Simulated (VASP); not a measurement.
A run of VASP 6.6.1:

Contents of POSCAR:

```
NaI
1.0
    0.0000000000      3.1878540000      3.3334920000
    3.1878540000      0.0000000000      3.3334920000
    3.1878540000      3.1878540000      0.0000000000
Na I
1 1
Direct
    0.0000000000      0.0000000000      0.0000000000
    0.5000000000      0.5000000000      0.5000000000
```

INCAR.step1

```
PREC = Accurate
ENCUT = 520
ISMEAR = 0
SIGMA = 0.05
LREAL = False
LASPH = True
NELM = 60
NBANDS = 14
GGA = PE
ALGO = Normal
EDIFF = 1E-4
LWAVE = True
LCHARG = False
```

INCAR.step2

```
PREC = Accurate
ENCUT = 520
EDIFF = 1E-7
ISMEAR = 0
SIGMA = 0.05
LREAL = False
LASPH = True
NELM = 60
ALGO = Normal
ISIF = 2
LWAVE = False
LCHARG = True
METAGGA = R2SCAN
LMIXTAU = True
LELF = True
LVHAR = True
NBANDS = 14
ISTART = 1
```

Contents of KPOINTS:

```
regular mesh
0
Gamma
  6 6 6
```

Potentials or basis: VASP PAW PBE potentials, release 64 (Na_pv, I).

Command:

```bash
$ cat potpaw_PBE.64/Na_pv/POTCAR potpaw_PBE.64/I/POTCAR > POTCAR
$ cp INCAR.step1 INCAR
$ mpirun -np 1 vasp_std > vasp.out
$ cp INCAR.step2 INCAR
$ mpirun -np 1 vasp_std > vasp.out
```

Hardware: 1 thread of Intel(R) Xeon(R) 6975P-C (Granite Rapids) (shared host).

Estimate the wall time of this run.

It took 61 s on 1 thread of Intel(R) Xeon(R) 6975P-C (Granite Rapids), on a shared host, peak memory 0.22 GiB. Counts: k points 30.
